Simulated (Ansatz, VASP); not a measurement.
# TePb: VASP beside Ansatz

POSCAR

```
TePb
1.0
    0.0000000000      3.1375430949      3.1375430949
    3.1375430949      0.0000000000      3.1375430949
    3.1375430949      3.1375430949      0.0000000000
Pb Te
1 1
Direct
    0.0000000000      0.0000000000      0.0000000000
    0.2500000000      0.2500000000      0.2500000000
```

INCAR.step1

```
  ALGO = Normal
  EDIFF = 1E-4
  ENCUT = 520
  GGA = PE
  ISMEAR = -1
  LASPH = T
  LCHARG = F
  LREAL = F
  LWAVE = T
  NBANDS = 17
  NELM = 80
  PREC = Accurate
  SIGMA = 0.05
```

INCAR.step2

```
  ALGO = Normal
  EDIFF = 1E-7
  ENCUT = 520
  ISIF = 2
  ISMEAR = -1
  ISTART = 1
  LASPH = T
  LCHARG = F
  LMIXTAU = T
  LREAL = F
  LWAVE = F
  METAGGA = R2SCAN
  NBANDS = 17
  NELM = 80
  PREC = Accurate
  SIGMA = 0.05
```

The input KPOINTS:

```
k-points
0
Gamma
  12 12 12
```

Input for Ansatz:

```yaml
crystal:
  lattice:
    - [0.0, 3.1375430949, 3.1375430949]
    - [3.1375430949, 0.0, 3.1375430949]
    - [3.1375430949, 3.1375430949, 0.0]
  atoms:
    - { symbol: Pb, position: [0.0, 0.0, 0.0] }
    - { symbol: Te, position: [0.25, 0.25, 0.25] }
kpoints:
  mp_grid: { grid: [12, 12, 12] }
scf:
  occupations: { method: fermi_dirac, width: 0.05 }
hamiltonian:
  xc: r2scan
  pseudopotentials: { kind: paw }
output:
  forces: true
  stress: true
  eigenvalues: true
  populations: true
```

Change from the starting cell: volume scaled by 0.64, PAW files.

Alike in both runs: task single point; functional r2SCAN; k mesh 12 × 12 × 12; occupations fermi-dirac, width 0.05 eV; no spin polarisation.

|  | VASP | Ansatz |
| --- | --- | --- |
| version | VASP 6.6.1 | Ansatz 0.2.0 |
| potentials or method | VASP PAW PBE potentials, release 64 (Pb_d, Te) | PAW with Ansatz's default frozen-core files, scalar-relativistic |
| plane-wave cutoff (eV) | 520 | 500 |
| valence electrons in the cell | 20 | 30 |

|  | VASP | Ansatz | Ansatz less VASP |
| --- | --- | --- | --- |
| pressure (GPa) | 29.1 | 29.1 | 0.00 |

VASP's potentials were made for PBE, not for r2SCAN. Both programs put the cell under a high pressure, so it lies far from rest at this level. VASP's potentials hold 20 valence electrons a cell and Ansatz's 30, so a difference there can come from the potentials and not from the codes.

Neither program's run includes spin-orbit coupling.
